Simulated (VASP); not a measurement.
MgO:

```xyz
2
Lattice="-0.0346 2.0676 2.0676 2.0676 -0.0346 2.0676 2.0676 2.0676 -0.0346" Properties=species:S:1:pos:R:3 pbc="T T T"
Mg    0.0000    0.0000    0.0000
O     2.0502    2.0502    2.0502
```

This cell differs from its parent crystal: strain along [111] -2.5%.

Base run:

* Program: VASP 6.6.1
* Functional: r2SCAN
* Potentials or basis: VASP PAW PBE potentials, release 64 (Mg, O)
* Cutoff: 520 eV
* k mesh: 10 × 10 × 10
* Occupations: gaussian, width 0.01 eV
* Spin: no spin polarisation

Its results: band gap on the k mesh 5.78 eV, direct; pressure 3.2 GPa.

**Question.** The run is repeated on the same cell with these changes: functional from r2SCAN to PBE; occupations from gaussian, width 0.01 eV to fermi-dirac, width 0.02 eV. What comes out?

**Answer.** Band gap on the k mesh 4.89 eV, direct; pressure 9.4 GPa.

Caveats: the PAW data sets were made with another functional, which shifts forces and pressure a little (some runs).

